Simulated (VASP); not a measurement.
# TePb (I4/mmm) in VASP: further runs

TePb is run at these levels: PBE; tasks: single point.

Everything below comes from runs of VASP 6.6.1. Logs are shortened: lines on timing, memory, paths and dates and some standing lists are left out, and cuts for length are marked.

### 1 The cell of the first run

It takes space group I4/mmm (No. 139, tetragonal). Conventional cell: a = 4.432 Å, b = 4.432 Å, c = 6.868 Å, α = 90.00°, β = 90.00°, γ = 90.00°. Te (site symmetry 4/mmm) has 6 Pb at 3.13 to 3.43 Å within 4.1 Å. Pb (site symmetry 4/mmm) has 6 Te at 3.13 to 3.43 Å within 4.1 Å.

### 2 Single point, PBE

Contents of INCAR:

```
PREC = Accurate
ENCUT = 500
EDIFF = 1E-6
ISMEAR = -1
SIGMA = 0.02
LREAL = False
LASPH = True
NELM = 120
ALGO = Normal
ISIF = 2
LWAVE = False
LCHARG = True
GGA = PE
LELF = True
LVHAR = True
NBANDS = 17
GGA_COMPAT = False
```

Contents of KPOINTS:

```
regular mesh
0
Gamma
  6 6 6
```

Contents of POSCAR:

```
TePb
1.0
    0.0000000000      3.1340700000      3.4339462217
    3.1340700000      0.0000000000      3.4339462217
    3.1340700000      3.1340700000      0.0000000000
Te Pb
1 1
Direct
    0.5000000000      0.5000000000      0.5000000000
    0.0000000000      0.0000000000      0.0000000000
```

Potentials or basis: VASP PAW PBE potentials, release 64 (Te, Pb_d).

Run with:

```
cat potpaw_PBE.64/Te/POTCAR potpaw_PBE.64/Pb_d/POTCAR > POTCAR
mpirun -np 1 vasp_std > vasp.out
```

OUTCAR:

```text
PREC = Accurate
   ENCUT = 500
   EDIFF = 1E-6
   ISMEAR = -1
   LREAL = False
   LASPH = True
   NELM = 120
   ISIF = 2
   GGA = PE

 ion  position               nearest neighbor table
   1  0.500  0.500  0.500-   2 3.13   2 3.13   2 3.13   2 3.13   2 3.43   2 3.43
   2  0.000  0.000  0.000-   1 3.13   1 3.13   1 3.13   1 3.13   1 3.43   1 3.43

  LATTYP: Found a body centered tetragonal cell.
 ALAT       =     4.4322442994
 C/A-ratio  =     1.5495293083

  Lattice vectors:

 A1 = (  -3.1340700000,   0.0000000000,   3.4339462217)
 A2 = (   3.1340700000,   0.0000000000,   3.4339462217)
 A3 = (   0.0000000000,   3.1340700000,  -3.4339462217)

Analysis of symmetry for initial positions (statically):
=====================================================================
 Subroutine PRICEL returns:
 Original cell was already a primitive cell.

 Routine SETGRP: Setting up the symmetry group for a
 body centered tetragonal supercell.

 Subroutine GETGRP returns: Found 16 space group operations
 (whereof 16 operations were pure point group operations)
 out of a pool of 16 trial point group operations.

The static configuration has the point symmetry D_4h.

Analysis of symmetry for dynamics (positions and initial velocities):
=====================================================================
 Subroutine PRICEL returns:
 Original cell was already a primitive cell.

 Routine SETGRP: Setting up the symmetry group for a
 body centered tetragonal supercell.

 Subroutine GETGRP returns: Found 16 space group operations
 (whereof 16 operations were pure point group operations)
 out of a pool of 16 trial point group operations.

The dynamic configuration has the point symmetry D_4h.

 Subroutine INISYM returns: Found 16 space group operations
 (whereof 16 operations are pure point group operations),
 and found     1 'primitive' translations

----------------------------------------------------------------------------------------

                                     Primitive cell

  volume of cell :      67.4592

  direct lattice vectors                    reciprocal lattice vectors
     0.000000000  3.134070000  3.433946222    -0.159536960  0.159536960  0.145605076
     3.134070000  0.000000000  3.433946222     0.159536960 -0.159536960  0.145605076
     3.134070000  3.134070000  0.000000000     0.159536960  0.159536960 -0.145605076

  length of vectors
     4.649126952  4.649126952  4.432244299     0.268523595  0.268523595  0.268523595

  position of ions in fractional coordinates (direct lattice)
     0.500000000  0.500000000  0.500000000
     0.000000000  0.000000000  0.000000000

  ion indices of the primitive-cell ions
   primitive index   ion index
                 1           1
                 2           2

----------------------------------------------------------------------------------------

 KPOINTS: regular mesh

Automatic generation of k-mesh.
 Grid dimensions read from file:
 generate k-points for:    6    6    6

 Generating k-lattice:

  Cartesian coordinates                     Fractional coordinates (reciprocal lattice)
    -0.026589493  0.026589493  0.024267513     0.166666667  0.000000000  0.000000000
     0.026589493 -0.026589493  0.024267513     0.000000000  0.166666667  0.000000000
     0.026589493  0.026589493 -0.024267513    -0.000000000 -0.000000000  0.166666667

  Length of vectors
     0.044753933  0.044753933  0.044753933

  Shift w.r.t. Gamma in fractional coordinates (k-lattice)
     0.000000000  0.000000000  0.000000000

 Subroutine IBZKPT returns following result:
 ===========================================

 Found     30 irreducible k-points:

 Following reciprocal coordinates:
            Coordinates               Weight
  0.000000  0.000000  0.000000      1.000000
  0.166667 -0.000000  0.000000      8.000000
  0.333333  0.000000  0.000000      8.000000
  0.500000 -0.000000  0.000000      4.000000
  0.166667  0.166667  0.000000      2.000000
  0.333333  0.166667  0.000000      8.000000
[... 16 lines left out ...]
  0.333333  0.000000  0.333333      4.000000
  0.500000 -0.000000  0.333333     16.000000
 [... further k-points ...]
   k-points           NKPTS =     30   k-points in BZ     NKDIM =     30   number of bands    NBANDS=     17
   number of dos      NEDOS =    301   number of ions     NIONS =      2
   total plane-waves  NPLWV =  41472
   dimension x,y,z NGX =    36 NGY =   36 NGZ =   32
   dimension x,y,z NGXF=    72 NGYF=   72 NGZF=   64
   ions per type =               1   1
   NGX,Y,Z   is equivalent  to a cutoff of  12.87, 12.87, 12.00 a.u.
   NGXF,Y,Z  is equivalent  to a cutoff of  25.75, 25.75, 24.01 a.u.
 SYSTEM =  unknown system
   PREC   = accura    normal or accurate (medium, high low for compatibility)
   ISTART =      0    job   : 0-new  1-cont  2-samecut
   ICHARG =      2    charge: 1-file 2-atom 10-const
   ISPIN  =      1    spin polarized calculation?
   LNONCOLLINEAR =      F non collinear calculations
   LSORBIT =      F    spin-orbit coupling
   LASPH  =      T    aspherical Exc in radial PAW
   ENCUT  =  500.0 eV  36.75 Ry    6.06 a.u.   8.48  8.48  8.08*2*pi/ulx,y,z
   NELM   =    120;   NELMIN=  2; NELMDL= -5     # of ELM steps
   EDIFF  = 0.1E-05   stopping-criterion for ELM
   LREAL  =      F    real-space projection
   EDIFFG = 0.1E-04   stopping-criterion for IOM
   NSW    =      0    number of steps for IOM
   IBRION =     -1    ionic relax: 0-MD 1-quasi-New 2-CG
   NFREE  =      0    steps in history (QN), initial steepest desc. (CG)
   ISIF   =      2    stress and relaxation
   ISYM   =      2    0-nonsym 1-usesym 2-fastsym
   POTIM  = 0.5000    time-step for ionic-motion
   TEBEG  =    0.0;   TEEND  =   0.0 temperature during run
   PSTRESS=    0.0 pullay stress
   NELECT =      20.0000    total number of electrons
   NUPDOWN=      -1.0000    fix difference up-down
   EMIN   =  10.00;   EMAX   =-10.00  energy-range for DOS
   EFERMI =   0.00;   METHOD = LEGACY
   ISMEAR =    -1;   SIGMA  =   0.02  broadening in eV -4-tet -1-fermi 0-gaus
   EFERMI_NEDOS =   21; number of points for ismear=-14 and -15
   IALGO  =     38    algorithm
   IMIX   =      4    mixing-type and parameters
     AMIX     =   0.40;   BMIX     =  1.00
     AMIX_MAG =   1.60;   BMIX_MAG =  1.00
  volume/ion in A,a.u.               =      33.73       227.62
  Fermi-wavevector in a.u.,A,eV,Ry     =   1.091619  2.062861 16.213147  1.191633
  Thomas-Fermi vector in A             =   2.227868
   LORBIT       =      0    0 simple, 1 ext, 2 COOP (PROOUT), +10 PAW based schemes
   GGA     = PE    functional components
   LHFCALC =     F    Hartree Fock is set to
   AEXX    =    0.0000 exact exchange contribution
   IVDW    =     0    specifies the selected vdW correction
   LEPSILON=     F    determine dielectric tensor
   LRPA    =     F    only Hartree local field effects (RPA)
 non-spin polarized calculation
  energy-cutoff  :      500.00
  volume of cell :       67.46
 maximum number of plane-waves:      1736
 NGX is ok and might be reduce to    36

 number of electron      20.0000002 magnetization

 Free energy of the ion-electron system (eV)
  ---------------------------------------------------
  ext. energy  EPLUGINS =         0.00000000
  ---------------------------------------------------
  free energy    TOTEN  =        -7.37356869 eV

  energy without entropy =       -7.37356792  energy(sigma->0) =       -7.37356830

 E-fermi :   6.0076     XC(G=0):  -9.2879

 val. band max:        5.8084309878   @ k =   0.5000  -0.0000   0.0000
 cond. band min:       6.2067098310   @ k =   0.5000  -0.0000   0.0000
 fundamental gap:      0.3982788432
 Fermi energy:         6.0075700629

 k-point     1 :       0.0000    0.0000    0.0000
  band No.  band energies     occupation
      1     -11.1268      2.00000
      2     -11.0957      2.00000
      3     -11.0957      2.00000
      4     -11.0771      2.00000
      5     -11.0686      2.00000
      6      -6.4360      2.00000
[... 9 lines left out ...]
     16      11.6480      0.00000
     17      11.9922      0.00000

 k-point     2 :       0.1667   -0.0000    0.0000
  band No.  band energies     occupation
      1     -11.1266      2.00000
      2     -11.0954      2.00000
      3     -11.0935      2.00000
      4     -11.0819      2.00000
      5     -11.0642      2.00000
      6      -6.1993      2.00000
[... 9 lines left out ...]
     16      12.0882      0.00000
     17      13.2793      0.00000

 k-point     3 :       0.3333    0.0000    0.0000
  band No.  band energies     occupation
      1     -11.1280      2.00000
      2     -11.0976      2.00000
      3     -11.0948      2.00000
      4     -11.0830      2.00000
      5     -11.0539      2.00000
      6      -5.5507      2.00000
[... 9 lines left out ...]
     16      13.3875      0.00000
     17      15.6311      0.00000

 k-point     4 :       0.5000   -0.0000    0.0000
  band No.  band energies     occupation
      1     -11.1292      2.00000
      2     -11.1028      2.00000
      3     -11.0944      2.00000
      4     -11.0803      2.00000
      5     -11.0482      2.00000
      6      -4.9902      2.00000
[... 9 lines left out ...]
     16      14.7066      0.00000
     17      15.3808      0.00000

 k-point     5 :       0.1667    0.1667    0.0000
  band No.  band energies     occupation
      1     -11.1371      2.00000
      2     -11.0907      2.00000
      3     -11.0907      2.00000
      4     -11.0753      2.00000
      5     -11.0705      2.00000
      6      -6.1876      2.00000
[... 9 lines left out ...]
     16      12.7340      0.00000
     17      14.5209      0.00000

 k-point     6 :       0.3333    0.1667    0.0000
  band No.  band energies     occupation
      1     -11.1429      2.00000
      2     -11.0880      2.00000
      3     -11.0880      2.00000
      4     -11.0772      2.00000
      5     -11.0668      2.00000
      6      -5.7453      2.00000
[... 9 lines left out ...]
     16      13.8806      0.00000
     17      16.1423      0.00000

 k-point     7 :       0.5000    0.1667    0.0000
  band No.  band energies     occupation
      1     -11.1394      2.00000
      2     -11.0949      2.00000
      3     -11.0900      2.00000
      4     -11.0788      2.00000
      5     -11.0559      2.00000
      6      -5.0758      2.00000
[... 9 lines left out ...]
     16      14.9869      0.00000
     17      15.0725      0.00000

 k-point     8 :      -0.3333    0.1667    0.0000
  band No.  band energies     occupation
      1     -11.1299      2.00000
      2     -11.0996      2.00000
      3     -11.0947      2.00000
      4     -11.0835      2.00000
      5     -11.0488      2.00000
      6      -5.0708      2.00000
[... 9 lines left out ...]
     16      14.4484      0.00000
     17      15.2624      0.00000
[... 203 lines left out ...]
      1     -11.1476      2.00000
      2     -11.0900      2.00000
      3     -11.0819      2.00000
      4     -11.0813      2.00000
      5     -11.0631      2.00000
      6      -5.2851      2.00000
[... 9 lines left out ...]
     16      14.6863      0.00000
     17      15.6764      0.00000

 k-point    20 :      -0.3333    0.3333    0.1667
  band No.  band energies     occupation
      1     -11.1420      2.00000
      2     -11.0988      2.00000
      3     -11.0914      2.00000
      4     -11.0792      2.00000
      5     -11.0519      2.00000
      6      -4.7813      2.00000
[... 9 lines left out ...]
     16      15.1484      0.00000
     17      15.9970      0.00000

 k-point    21 :      -0.1667    0.3333    0.1667
  band No.  band energies     occupation
      1     -11.1327      2.00000
      2     -11.1038      2.00000
      3     -11.0988      2.00000
      4     -11.0823      2.00000
      5     -11.0443      2.00000
      6      -4.9678      2.00000
[... 9 lines left out ...]
     16      15.1194      0.00000
     17      15.3451      0.00000

 k-point    22 :      -0.3333    0.5000    0.1667
  band No.  band energies     occupation
      1     -11.1583      2.00000
      2     -11.0839      2.00000
      3     -11.0837      2.00000
      4     -11.0759      2.00000
      5     -11.0647      2.00000
      6      -4.9361      2.00000
[... 9 lines left out ...]
     16      16.2183      0.00000
     17      16.5788      0.00000

 k-point    23 :       0.3333    0.0000    0.3333
  band No.  band energies     occupation
      1     -11.1377      2.00000
      2     -11.1044      2.00000
      3     -11.1035      2.00000
      4     -11.0829      2.00000
      5     -11.0388      2.00000
      6      -5.1638      2.00000
[... 9 lines left out ...]
     16      15.5304      0.00000
     17      15.5681      0.00000

 k-point    24 :       0.5000   -0.0000    0.3333
  band No.  band energies     occupation
      1     -11.1478      2.00000
      2     -11.1052      2.00000
      3     -11.1029      2.00000
      4     -11.0807      2.00000
      5     -11.0338      2.00000
      6      -4.6619      2.00000
[... 9 lines left out ...]
     16      15.6656      0.00000
     17      16.1208      0.00000

 [... further k-points ...]

------------------------ aborting loop because EDIFF is reached ----------------------------------------

  FORCE on cell =-STRESS in cart. coord.  units (eV):
  Direction    XX          YY          ZZ          XY          YZ          ZX
  --------------------------------------------------------------------------------------
  -------------------------------------------------------------------------------------
  Total        2.6650051      2.6650051     -1.3288682      0.0000000     -0.0000000     -0.0000000
  in kB       63.2947594     63.2947594    -31.5610641      0.0000000     -0.0000000     -0.0000000
  external PRESSURE =      31.6761516 kB  Pullay stress =       0.0000000 kB

 VOLUME and BASIS-vectors are now :
 -----------------------------------------------------------------------------
  energy-cutoff  :      500.00
  volume of cell :       67.46
      direct lattice vectors                 reciprocal lattice vectors
     0.000000000  3.134070000  3.433946222    -0.159536960  0.159536960  0.145605076
     3.134070000  0.000000000  3.433946222     0.159536960 -0.159536960  0.145605076
     3.134070000  3.134070000  0.000000000     0.159536960  0.159536960 -0.145605076

 POSITION                                       TOTAL-FORCE (eV/Angst)
 -----------------------------------------------------------------------------------
      3.13407      3.13407      3.43395         0.000000      0.000000      0.000000
      0.00000      0.00000      0.00000        -0.000000     -0.000000     -0.000000
 -----------------------------------------------------------------------------------
    total drift:                               -0.000000      0.000000      0.000000

  FREE ENERGIE OF THE ION-ELECTRON SYSTEM (eV)
  ---------------------------------------------------
  free  energy   TOTEN  =        -7.3735686851 eV

  energy  without entropy=       -7.3735679158  energy(sigma->0) =       -7.37356830
```

Wall time 12 s (1 thread of Intel Xeon 6975P-C (Granite Rapids), shared host); peak memory 0.2 GiB.

Results:

- Free energy: -7.3736 eV
- Pressure: 3.2 GPa
- Band gap on the k mesh: 0.40 eV

Stress tensor (GPa, compression positive):
```
 6.33  0.00  0.00
 0.00  6.33  0.00
 0.00  0.00 -3.16
```

Levels at points of the mesh, in eV from the valence-band top:
```tsv
k point	band 6	band 7	band 8	band 9	band 10	band 11	band 12	band 13	band 14	band 15
(0.00, 0.00, 0.00)	-12.24	-5.71	-1.82	-1.82	-1.02	2.69	4.61	4.61	5.29	5.84
(0.50, 0.00, 0.00)	-10.80	-8.82	-1.28	-0.93	0.00	0.40	1.12	1.28	8.17	8.88
(0.50, 0.50, 0.00)	-10.99	-6.97	-4.57	-2.87	-2.87	3.30	5.60	5.60	5.71	10.09
(0.50, 0.00, 0.50)	-10.33	-7.66	-4.77	-3.53	-2.58	3.05	4.15	6.32	6.99	9.13
```

Caveat: the cell stands under pressure; spin-orbit coupling is left out, which moves the levels of the heavy elements. A k mesh can miss the band edges.

### 3 Single point, PBE

This run uses another cell than the first one, of the same volume but with other edges.

Contents of INCAR:

```
  PREC = Accurate
  ENCUT = 500
  EDIFF = 1E-6
  ISMEAR = -1
  SIGMA = 0.02
  LREAL = F
  LASPH = T
  NELM = 120
  ALGO = Normal
  ISIF = 2
  LWAVE = F
  LCHARG = F
  GGA = PE
  NBANDS = 17
  GGA_COMPAT = F
```

Contents of KPOINTS:

```
Automatic mesh
0
Gamma
  6 6 6
```

Contents of POSCAR:

```
TePb
1.0
    0.0000000000      3.2794650000      3.1362081099
    3.2794650000      0.0000000000      3.1362081099
    3.2794650000      3.2794650000      0.0000000000
Te Pb
1 1
Direct
    0.5000000000      0.5000000000      0.5000000000
    0.0000000000      0.0000000000      0.0000000000
```

Potentials or basis: VASP PAW PBE potentials, release 64 (Te, Pb_d).

Run with:

```
cat potpaw_PBE.64/Te/POTCAR potpaw_PBE.64/Pb_d/POTCAR > POTCAR
mpirun -np 1 vasp_std > vasp.out
```

It took 13 s on 1 thread of Intel Xeon 6975P-C (Granite Rapids), shared host; peak memory 0.21 GiB.

It converged, with:

- Free energy: -7.4657 eV
- Pressure: 2.4 GPa
- Band gap on the k mesh: 0.63 eV

Stress tensor (GPa, compression positive):
```
0.38 0.00 0.00
0.00 0.38 0.00
0.00 0.00 6.36
```

Levels at points of the mesh, in eV from the valence-band top:
```tsv
k point	band 8	band 9	band 10	band 11	band 12	band 13
(0.00, 0.00, 0.00)	-1.72	-1.26	-1.26	3.67	3.67	4.74
(0.50, 0.00, 0.00)	-1.02	-0.93	0.00	0.63	1.11	1.36
(0.50, 0.50, 0.00)	-4.63	-2.94	-2.94	3.13	5.30	5.30
(0.50, 0.00, 0.50)	-4.54	-3.07	-2.59	3.28	4.92	6.06
```

Caveat: spin-orbit coupling is left out, which moves the levels of the heavy elements.

### 4 Single point, PBE

This run uses another cell than the first one, of the same volume but with other edges.

Contents of INCAR:

```
SYSTEM = TePb
PREC = Accurate
ENCUT = 500
EDIFF = 1E-6
ISMEAR = -1
SIGMA = 0.02
LREAL = .FALSE.
LASPH = .TRUE.
NELM = 120
ALGO = Normal
ISIF = 2
LWAVE = .FALSE.
LCHARG = .FALSE.
GGA = PE
NBANDS = 17
GGA_COMPAT = .FALSE.
```

Contents of KPOINTS:

```
Automatic mesh
0
G
  6 6 6
  0 0 0
```

Contents of POSCAR:

```
TePb
1.0
    0.0000000000      3.3279300000      3.0455273824
    3.3279300000      0.0000000000      3.0455273824
    3.3279300000      3.3279300000      0.0000000000
Te Pb
1 1
Direct
    0.5000000000      0.5000000000      0.5000000000
    0.0000000000      0.0000000000      0.0000000000
```

Run with:

```
cat potpaw_PBE.64/Te/POTCAR potpaw_PBE.64/Pb_d/POTCAR > POTCAR
mpirun -np 1 vasp_std > vasp.out
```

It took 13 s on 1 thread of Intel Xeon 6975P-C (Granite Rapids), shared host; peak memory 0.21 GiB.

Results (log left out):

| Quantity | Value |
| --- | --- |
| Free energy | -7.3498 eV |
| Pressure | 3.2 GPa |
| Band gap on the k mesh | 0.36 eV |

Stress tensor (GPa, compression positive):
```
-1.07  0.00  0.00
 0.00 -1.07  0.00
 0.00  0.00 11.88
```

Levels at points of the mesh, in eV from the valence-band top:
| k point | band 7 | band 8 | band 9 | band 10 | band 11 | band 12 | band 13 | band 14 |
| --- | --- | --- | --- | --- | --- | --- | --- | --- |
| (0.00, 0.00, 0.00) | -5.79 | -2.23 | -1.31 | -1.31 | 3.16 | 3.16 | 5.33 | 5.41 |
| (0.50, 0.00, 0.00) | -8.90 | -1.27 | -1.16 | 0.00 | 0.36 | 0.82 | 1.40 | 8.08 |
| (0.50, 0.50, 0.00) | -7.89 | -4.90 | -3.21 | -3.21 | 2.85 | 5.01 | 5.01 | 7.32 |
| (0.50, 0.00, 0.50) | -7.28 | -4.72 | -3.48 | -2.51 | 3.16 | 4.26 | 6.06 | 6.56 |

Caveat: the cell stands under pressure; spin-orbit coupling is left out, which moves the levels of the heavy elements.

### 5 Overview

```csv
cell,gap on the mesh (eV),pressure (GPa)
"a = 4.649, b = 4.649, c = 4.432 Å, angles 61.5, 61.5, 56.9°, 2 atoms",0.40,3.2
"a = 4.538, b = 4.538, c = 4.638 Å, angles 59.3, 59.3, 61.5°, 2 atoms",0.63,2.4
"a = 4.511, b = 4.511, c = 4.706 Å, angles 58.6, 58.6, 62.9°, 2 atoms",0.36,3.2
```

Alike in all rows: task single point; level PBE; potentials or basis VASP PAW PBE potentials, release 64 (Te, Pb_d); no spin polarisation; k mesh 6 × 6 × 6; cutoff (eV) 500; smearing fermi-dirac 0.02 eV.

Caveats: spin-orbit coupling is left out, which moves the levels of the heavy elements; the cell stands under pressure (at least some runs).

Total energies depend on the potentials used, so only differences within one code and one set of settings carry meaning.
